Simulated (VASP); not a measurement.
# C (P6_3mc) in VASP: single point with PBE

Aim: the single point of C with PBE.

Everything below comes from runs of VASP 6.6.1. Logs are shortened: lines on timing, memory, paths and dates and some standing lists are left out, and cuts for length are marked.

### Step 1. The cell of the first run

Symmetry: P6_3mc, No. 186, hexagonal system. The conventional cell has a = 2.470 Å, b = 2.470 Å, c = 6.790 Å, α = 90.00°, β = 90.00°, γ = 120.00°. C (site symmetry 3m) has 3 C at 1.43 Å within 1.9 Å. Within 1.9 Å of C (site symmetry 3m) lie 3 C at 1.43 Å.

### Step 2. Single point, PBE

INCAR

```
SYSTEM = C
PREC = Accurate
ENCUT = 520
EDIFF = 1E-6
ISMEAR = 0
SIGMA = 0.05
LREAL = Auto
LASPH = .True.
NELM = 60
ALGO = Normal
ISIF = 2
LWAVE = .False.
LCHARG = .False.
GGA = PE
NBANDS = 126
```

KPOINTS

```
Automatic mesh
0
Gamma
  2 2 2
  0 0 0
```

POSCAR

```
C
1.0
    3.7050000000     -2.1390830000     -6.7900000000
    3.7050000000     -2.1390830000      6.7900000000
   -7.4100000000     -4.2781650000      0.0000000000
C
48
Direct
    0.0000000000      0.0000000000      0.0000000000
    0.5000000000      0.5000000000      0.0000000000
    0.6666670000      0.6666660000      0.8333330000
    0.1666670000      0.1666660000      0.8333330000
    0.3333330000      0.3333340000      0.6666670000
    0.8333330000      0.8333340000      0.6666670000
    0.0000000000      0.0000000000      0.5000000000
    0.5000000000      0.5000000000      0.5000000000
    0.6666670000      0.6666660000      0.3333330000
    0.1666670000      0.1666660000      0.3333330000
    0.3333330000      0.3333340000      0.1666670000
    0.8333330000      0.8333340000      0.1666670000
    0.7500000000      0.2500000000      0.0000000000
    0.2500000000      0.7500000000      0.0000000000
    0.4166670000      0.9166660000      0.8333330000
    0.9166670000      0.4166660000      0.8333330000
    0.0833330000      0.5833340000      0.6666670000
    0.5833330000      0.0833340000      0.6666670000
    0.7500000000      0.2500000000      0.5000000000
    0.2500000000      0.7500000000      0.5000000000
    0.4166670000      0.9166660000      0.3333330000
    0.9166670000      0.4166660000      0.3333330000
    0.0833330000      0.5833340000      0.1666670000
    0.5833330000      0.0833340000      0.1666670000
    0.1641670000      0.1691670000      0.0000000000
    0.6641670000      0.6691670000      0.0000000000
    0.8308340000      0.8358330000      0.8333330000
    0.3308340000      0.3358330000      0.8333330000
    0.4975000000      0.5025010000      0.6666670000
    0.9975000000      0.0025010000      0.6666670000
    0.1641670000      0.1691670000      0.5000000000
    0.6641670000      0.6691670000      0.5000000000
    0.8308340000      0.8358330000      0.3333330000
    0.3308340000      0.3358330000      0.3333330000
    0.4975000000      0.5025010000      0.1666670000
    0.9975000000      0.0025010000      0.1666670000
    0.5808330000      0.0858330000      0.0000000000
    0.0808330000      0.5858330000      0.0000000000
    0.2475000000      0.7524990000      0.8333330000
    0.7475000000      0.2524990000      0.8333330000
    0.9141660000      0.4191670000      0.6666670000
    0.4141660000      0.9191670000      0.6666670000
    0.5808330000      0.0858330000      0.5000000000
    0.0808330000      0.5858330000      0.5000000000
    0.2475000000      0.7524990000      0.3333330000
    0.7475000000      0.2524990000      0.3333330000
    0.9141660000      0.4191670000      0.1666670000
    0.4141660000      0.9191670000      0.1666670000
```

Potentials or basis: VASP PAW PBE potentials, release 64 (C).

Command:

```sh
> cat potpaw_PBE.64/C/POTCAR > POTCAR
> mpirun -np 1 vasp_std > vasp.out
```

OUTCAR:

```text
SYSTEM = C
   PREC = Accurate
   ENCUT = 520
   EDIFF = 1E-6
   ISMEAR = 0
   LREAL = Auto
   LASPH = .True.
   NELM = 60
   ISIF = 2
   GGA = PE

 ion  position               nearest neighbor table
   1  0.000  0.000  0.000-  27 1.43  36 1.43  25 1.43
   2  0.500  0.500  0.000-  28 1.43  35 1.43  26 1.43
   3  0.667  0.667  0.833-  29 1.43  26 1.43  27 1.43
   4  0.167  0.167  0.833-  30 1.43  25 1.43  28 1.43
   5  0.333  0.333  0.667-  28 1.43  31 1.43  29 1.43
   6  0.833  0.833  0.667-  27 1.43  32 1.43  30 1.43
[... 40 lines left out ...]
  47  0.914  0.419  0.167-  22 1.43  13 1.43  23 1.43
  48  0.414  0.919  0.167-  21 1.43  14 1.43  24 1.43

  LATTYP: Found a face centered orthorhombic cell.
 ALAT       =     8.5563312420
 B/A-ratio  =     1.5871288308
 C/A-ratio  =     1.7320507074

  Lattice vectors:

 A1 = (  -3.7050000000,  -6.4172480000,   6.7900000000)
 A2 = (  -0.0000000000,  -8.5563310000,   0.0000000000)
 A3 = (   3.7050000000,  -2.1390830000,   6.7900000000)

Analysis of symmetry for initial positions (statically):
=====================================================================
 Subroutine PRICEL returns following result:

  LATTYP: Found a hexagonal cell.
 ALAT       =     2.4699976045
 C/A-ratio  =     2.7489987673

  Lattice vectors:

 A1 = (   1.2350024700,  -2.1390785552,  -0.0000135800)
 A2 = (   1.2349987650,   2.1390805276,   0.0000067900)
 A3 = (  -0.0000037050,  -0.0000064172,   6.7900203700)

  12 primitive cells build up your supercell.

 Routine SETGRP: Setting up the symmetry group for a
 face centered orthorhombic supercell.

 Subroutine GETGRP returns: Found  4 space group operations
 (whereof  2 operations were pure point group operations)
 out of a pool of  8 trial point group operations.

The static configuration has the point symmetry C_1h.
 The point group associated with its full space group is C_2v.

Analysis of symmetry for dynamics (positions and initial velocities):
=====================================================================
 Subroutine PRICEL returns following result:

  LATTYP: Found a hexagonal cell.
 ALAT       =     2.4699976045
 C/A-ratio  =     2.7489987673

  Lattice vectors:

 A1 = (   1.2350024700,  -2.1390785552,  -0.0000135800)
 A2 = (   1.2349987650,   2.1390805276,   0.0000067900)
 A3 = (  -0.0000037050,  -0.0000064172,   6.7900203700)

  12 primitive cells build up your supercell.

 Routine SETGRP: Setting up the symmetry group for a
 face centered orthorhombic supercell.

 Subroutine GETGRP returns: Found  4 space group operations
 (whereof  2 operations were pure point group operations)
 out of a pool of  8 trial point group operations.

The dynamic configuration has the point symmetry C_1h.
 The point group associated with its full space group is C_2v.

 Subroutine INISYM returns: Found  4 space group operations
 (whereof  2 operations are pure point group operations),
 and found    12 'primitive' translations

----------------------------------------------------------------------------------------

                                     Primitive cell

  volume of cell :      35.8753

  direct lattice vectors                    reciprocal lattice vectors
     1.235002470 -2.139078555 -0.000013580     0.404858284 -0.233745048 -0.000000000
     1.234998765  2.139080528  0.000006790     0.404857911  0.233745749  0.000000442
    -0.000003705 -0.000006417  6.790020370     0.000000405 -0.000000701  0.147274963

  length of vectors
     2.469997605  2.469997460  6.790020370     0.467490083  0.467490110  0.147274963

  position of ions in fractional coordinates (direct lattice)
     0.000000000  0.000000000  0.000000000
     0.000000000  0.999995500  0.500004500
     0.666668000  0.333327015  0.005006985
     0.333332000  0.666665515  0.505000485

  ion indices of the primitive-cell ions
   primitive index   ion index
                 1           1
                 2          13
                 3          36
                 4          39

----------------------------------------------------------------------------------------

 KPOINTS: Automatic mesh

Automatic generation of k-mesh.
 Grid dimensions read from file:
 generate k-points for:    2    2    2

 Generating k-lattice:

  Cartesian coordinates                     Fractional coordinates (reciprocal lattice)
     0.033738188 -0.058436262 -0.036818851     0.500000000  0.000000000  0.000000000
     0.033738188 -0.058436262  0.036818851     0.000000000  0.500000000  0.000000000
    -0.033738196 -0.058436262  0.000000000     0.000000000  0.000000000  0.500000000

  Length of vectors
     0.076868003  0.076868003  0.067476385

  Shift w.r.t. Gamma in fractional coordinates (k-lattice)
     0.000000000  0.000000000  0.000000000

 Subroutine IBZKPT returns following result:
 ===========================================

 Found      5 irreducible k-points:

 Following reciprocal coordinates:
            Coordinates               Weight
  0.000000  0.000000  0.000000      1.000000
  0.500000  0.000000  0.000000      4.000000
  0.500000  0.500000  0.000000      1.000000
  0.000000  0.000000  0.500000      1.000000
  0.500000  0.500000  0.500000      1.000000
   k-points           NKPTS =      5   k-points in BZ     NKDIM =      5   number of bands    NBANDS=    126
   number of dos      NEDOS =    301   number of ions     NIONS =     48
   total plane-waves  NPLWV = 230400
   dimension x,y,z NGX =    60 NGY =   60 NGZ =   64
   dimension x,y,z NGXF=   120 NGYF=  120 NGZF=  128
   ions per type =              48
   NGX,Y,Z   is equivalent  to a cutoff of  12.43, 12.43, 12.43 a.u.
   NGXF,Y,Z  is equivalent  to a cutoff of  24.86, 24.86, 24.87 a.u.
 SYSTEM =  C
   PREC   = accura    normal or accurate (medium, high low for compatibility)
   ISTART =      0    job   : 0-new  1-cont  2-samecut
   ICHARG =      2    charge: 1-file 2-atom 10-const
   ISPIN  =      1    spin polarized calculation?
   LNONCOLLINEAR =      F non collinear calculations
   LSORBIT =      F    spin-orbit coupling
   LASPH  =      T    aspherical Exc in radial PAW
   ENCUT  =  520.0 eV  38.22 Ry    6.18 a.u.  14.92 14.92 15.91*2*pi/ulx,y,z
   NELM   =     60;   NELMIN=  2; NELMDL= -5     # of ELM steps
   EDIFF  = 0.1E-05   stopping-criterion for ELM
   LREAL  =      T    real-space projection
   EDIFFG = 0.1E-04   stopping-criterion for IOM
   NSW    =      0    number of steps for IOM
   IBRION =     -1    ionic relax: 0-MD 1-quasi-New 2-CG
   NFREE  =      0    steps in history (QN), initial steepest desc. (CG)
   ISIF   =      2    stress and relaxation
   ISYM   =      2    0-nonsym 1-usesym 2-fastsym
   POTIM  = 0.5000    time-step for ionic-motion
   TEBEG  =    0.0;   TEEND  =   0.0 temperature during run
   PSTRESS=    0.0 pullay stress
   NELECT =     192.0000    total number of electrons
   NUPDOWN=      -1.0000    fix difference up-down
   EMIN   =  10.00;   EMAX   =-10.00  energy-range for DOS
   EFERMI =   0.00;   METHOD = LEGACY
   ISMEAR =     0;   SIGMA  =   0.05  broadening in eV -4-tet -1-fermi 0-gaus
   EFERMI_NEDOS =   21; number of points for ismear=-14 and -15
   IALGO  =     38    algorithm
   IMIX   =      4    mixing-type and parameters
     AMIX     =   0.40;   BMIX     =  1.00
     AMIX_MAG =   1.60;   BMIX_MAG =  1.00
  volume/ion in A,a.u.               =       8.97        60.52
  Fermi-wavevector in a.u.,A,eV,Ry     =   1.250787  2.363645 21.285884  1.564468
  Thomas-Fermi vector in A             =   2.384765
   LORBIT       =      0    0 simple, 1 ext, 2 COOP (PROOUT), +10 PAW based schemes
   GGA     = PE    functional components
   LHFCALC =     F    Hartree Fock is set to
   AEXX    =    0.0000 exact exchange contribution
   IVDW    =     0    specifies the selected vdW correction
   LEPSILON=     F    determine dielectric tensor
   LRPA    =     F    only Hartree local field effects (RPA)
 non-spin polarized calculation
 Gauss-broadening in eV      SIGMA  =   0.05
  energy-cutoff  :      520.00
  volume of cell :      430.50
 maximum number of plane-waves:     11632
 NGX is ok and might be reduce to    60
   NGX = 29   NGY = 29   NGZ = 31

 number of electron     191.9999994 magnetization

 Free energy of the ion-electron system (eV)
  ---------------------------------------------------
  ext. energy  EPLUGINS =         0.00000000
  ---------------------------------------------------
  free energy    TOTEN  =      -441.17277988 eV

  energy without entropy =     -441.13279963  energy(sigma->0) =     -441.15278975

 E-fermi :   4.5299     XC(G=0): -10.2320

 val. band max:        4.5285841613   @ k =   0.5000   0.5000   0.0000
 cond. band min:       4.5452480698   @ k =   0.5000   0.5000   0.0000
 fundamental gap:      0.0166639085
 Fermi energy:         4.5299032034

 k-point     1 :       0.0000    0.0000    0.0000
  band No.  band energies     occupation
      1     -15.0529      2.00000
      2     -14.7782      2.00000
      3     -13.0945      2.00000
      4     -13.0943      2.00000
      5     -12.9768      2.00000
      6     -12.9768      2.00000
[... 100 lines left out ...]
    107       8.7229      0.00000
    108      10.6436      0.00000

 k-point     2 :       0.5000    0.0000    0.0000
  band No.  band energies     occupation
      1     -14.5216      2.00000
      2     -14.5216      2.00000
      3     -14.3333      2.00000
      4     -14.3333      2.00000
      5     -13.5438      2.00000
      6     -13.5438      2.00000
[... 100 lines left out ...]
    107       7.9425      0.00000
    108       7.9425      0.00000

 k-point     3 :       0.5000    0.5000    0.0000
  band No.  band energies     occupation
      1     -14.9197      2.00000
      2     -14.9197      2.00000
      3     -13.0944      2.00000
      4     -13.0944      2.00000
      5     -13.0944      2.00000
      6     -13.0944      2.00000
[... 100 lines left out ...]
    107      10.6436      0.00000
    108      10.6436      0.00000

 k-point     4 :       0.0000    0.0000    0.5000
  band No.  band energies     occupation
      1     -14.5586      2.00000
      2     -14.5586      2.00000
      3     -14.2923      2.00000
      4     -14.2923      2.00000
      5     -13.4573      2.00000
      6     -13.4573      2.00000
[... 100 lines left out ...]
    107       8.2190      0.00000
    108       8.2190      0.00000

 k-point     5 :       0.5000    0.5000    0.5000
  band No.  band energies     occupation
      1     -14.4294      2.00000
      2     -14.4294      2.00000
      3     -14.4294      2.00000
      4     -14.4294      2.00000
      5     -13.5788      2.00000
      6     -13.5788      2.00000
[... 100 lines left out ...]
    107       7.8469      0.00000
    108       7.8469      0.00000
 [bands above 108 left out]

------------------------ aborting loop because EDIFF is reached ----------------------------------------

  FORCE on cell =-STRESS in cart. coord.  units (eV):
  Direction    XX          YY          ZZ          XY          YZ          ZX
  --------------------------------------------------------------------------------------
  -------------------------------------------------------------------------------------
  Total       -1.7303969     -1.8281192      5.7444888     -0.0846299      0.0000000     -0.0000000
  in kB       -6.4399242     -6.8036118     21.3789521     -0.3149623      0.0000000     -0.0000000
  external PRESSURE =       2.7118054 kB  Pullay stress =       0.0000000 kB

 VOLUME and BASIS-vectors are now :
 -----------------------------------------------------------------------------
  energy-cutoff  :      520.00
  volume of cell :      430.50
      direct lattice vectors                 reciprocal lattice vectors
     3.705000000 -2.139083000 -6.790000000     0.067476375 -0.116872524 -0.073637703
     3.705000000 -2.139083000  6.790000000     0.067476375 -0.116872524  0.073637703
    -7.410000000 -4.278165000  0.000000000    -0.067476391 -0.116872524  0.000000000

 POSITION                                       TOTAL-FORCE (eV/Angst)
 -----------------------------------------------------------------------------------
      0.00000      0.00000      0.00000         0.000555     -0.000320      0.564072
      3.70500     -2.13908      0.00000         0.000555     -0.000320      0.564072
     -1.23500     -6.41725     -0.00001         0.000555     -0.000320      0.564072
     -4.94000     -4.27816     -0.00001         0.000555     -0.000320      0.564072
     -2.47000     -4.27817      0.00001         0.000555     -0.000320      0.564072
      1.23500     -6.41725      0.00001         0.000555     -0.000320      0.564072
[... 40 lines left out ...]
      3.70500     -3.56514     -3.36104        -0.000345      0.000199     -0.564072
      3.70500     -3.56514      3.42896        -0.000345      0.000199     -0.564072
 -----------------------------------------------------------------------------------
    total drift:                                0.000000      0.000000     -0.027750

  FREE ENERGIE OF THE ION-ELECTRON SYSTEM (eV)
  ---------------------------------------------------
  free  energy   TOTEN  =      -441.1727798818 eV

  energy  without entropy=     -441.1327996272  energy(sigma->0) =     -441.15278975
```

Run time: 11 min. Hardware: 1 thread of Intel Xeon 8259CL, shared host; peak memory 0.58 GiB.

Results:

```
Free energy            : -441.1728 eV
Pressure               : 0.3 GPa
Largest force          : 0.564 eV/Å
Band gap on the k mesh : zero (bands 96 and 97 overlap by 0.01 eV)
```

Forces on the atoms (eV/Å):
```
C    0.001  0.000  0.564
C    0.001  0.000  0.564
C    0.001  0.000  0.564
C    0.001  0.000  0.564
C    0.001  0.000  0.564
C    0.001  0.000  0.564
C    0.001  0.000  0.564
C    0.001  0.000  0.564
C    0.001  0.000  0.564
C    0.001  0.000  0.564
C    0.001  0.000  0.564
C    0.001  0.000  0.564
C   -0.001  0.000  0.564
C   -0.001  0.000  0.564
C   -0.001  0.000  0.564
C   -0.001  0.000  0.564
C   -0.001  0.000  0.564
C   -0.001  0.000  0.564
C   -0.001  0.000  0.564
C   -0.001  0.000  0.564
C   -0.001  0.000  0.564
C   -0.001  0.000  0.564
C   -0.001  0.000  0.564
C   -0.001  0.000  0.564
C    0.000  0.000 -0.564
C    0.000  0.000 -0.564
C    0.000  0.000 -0.564
C    0.000  0.000 -0.564
C    0.000  0.000 -0.564
C    0.000  0.000 -0.564
C    0.000  0.000 -0.564
C    0.000  0.000 -0.564
C    0.000  0.000 -0.564
C    0.000  0.000 -0.564
C    0.000  0.000 -0.564
C    0.000  0.000 -0.564
C    0.000  0.000 -0.564
C    0.000  0.000 -0.564
C    0.000  0.000 -0.564
C    0.000  0.000 -0.564
C    0.000  0.000 -0.564
C    0.000  0.000 -0.564
C    0.000  0.000 -0.564
C    0.000  0.000 -0.564
C    0.000  0.000 -0.564
C    0.000  0.000 -0.564
C    0.000  0.000 -0.564
C    0.000  0.000 -0.564
```

Levels at points of the mesh, in eV from the Fermi level:
```tsv
k point	band 92	band 93	band 94	band 95	band 96	band 97	band 98	band 99	band 100	band 101
(0.00, 0.00, 0.00)	-2.07	-0.59	-0.59	-0.01	-0.01	-0.01	-0.01	0.67	0.67	1.51
(0.50, 0.00, 0.00)	-2.22	-2.00	-2.00	-1.55	-1.55	1.39	1.39	1.61	1.61	2.61
(0.50, 0.50, 0.00)	-2.07	0.00	0.00	0.00	0.00	0.02	0.02	0.02	0.02	1.51
(0.00, 0.00, 0.50)	-2.12	-2.00	-2.00	-1.49	-1.49	1.42	1.42	1.72	1.72	2.52
(0.50, 0.50, 0.50)	-2.72	-1.74	-1.74	-1.74	-1.74	1.44	1.44	1.44	1.44	2.80
```

Caveat: the k points lie up to 0.48 Å⁻¹ apart; this functional lacks dispersion, which binds the layers, so the pressure and a relaxed spacing across them are unreliable.
